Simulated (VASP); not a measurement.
Wanted: the native input for a VASP 6.6.1 run.

```yaml
Task: single point
Functional: PBE
Potentials_or_basis: VASP PAW PBE potentials, release 64 (W_sv, O)
Cutoff: 520 eV
k_mesh: 12 × 12 × 12
Occupations: fermi-dirac, width 0.0612256 eV
Spin: no spin polarisation
Dipole_correction: no
Further_INCAR_settings: ALGO = Normal; EDIFF = 1e-06; NBANDS = 57
```

The structure of W2O3 lies in POSCAR:

```
W2O3
1.0
    4.7870360322      0.0000000000      0.0000000000
    0.0000000000      4.7870360322      0.0000000000
    0.0000000000      0.0000000000      4.7870360322
W O
4 6
Direct
    0.2500000000      0.2500000000      0.2500000000
    0.7500000000      0.7500000000      0.2500000000
    0.7500000000      0.2500000000      0.7500000000
    0.2500000000      0.7500000000      0.7500000000
    0.5000000000      0.0000000000      0.0000000000
    0.0000000000      0.5000000000      0.0000000000
    0.0000000000      0.0000000000      0.5000000000
    0.5000000000      0.5000000000      0.0000000000
    0.5000000000      0.0000000000      0.5000000000
    0.0000000000      0.5000000000      0.5000000000
```

These files were run (other wordings do the same):

INCAR

```
PREC = Accurate
ENCUT = 520
EDIFF = 1E-6
ISMEAR = -1
SIGMA = 0.06122561905347299
LREAL = False
LASPH = True
NELM = 80
ALGO = Normal
ISIF = 2
LWAVE = False
LCHARG = False
GGA = PE
NBANDS = 57
```

KPOINTS

```
regular mesh
0
Gamma
  12 12 12
```

Potentials or basis: VASP PAW PBE potentials, release 64 (W_sv, O).

Run with:

```console
$ cat potpaw_PBE.64/W_sv/POTCAR potpaw_PBE.64/O/POTCAR > POTCAR
$ mpirun -np 1 vasp_std > vasp.out
```

It gave:

```
Pressure               : 13.6 GPa
Band gap on the k mesh : zero (bands 46 and 47 overlap by 0.32 eV)
```

Caveat: the cell stands under pressure; spin-orbit coupling is left out, which moves the levels of the heavy elements.

Wall time 5.6 min on 1 thread of Intel(R) Xeon(R) Platinum 8259CL CPU @ 2.50GHz (Skylake/Cascade Lake), on a shared host, peak memory 0.46 GiB.
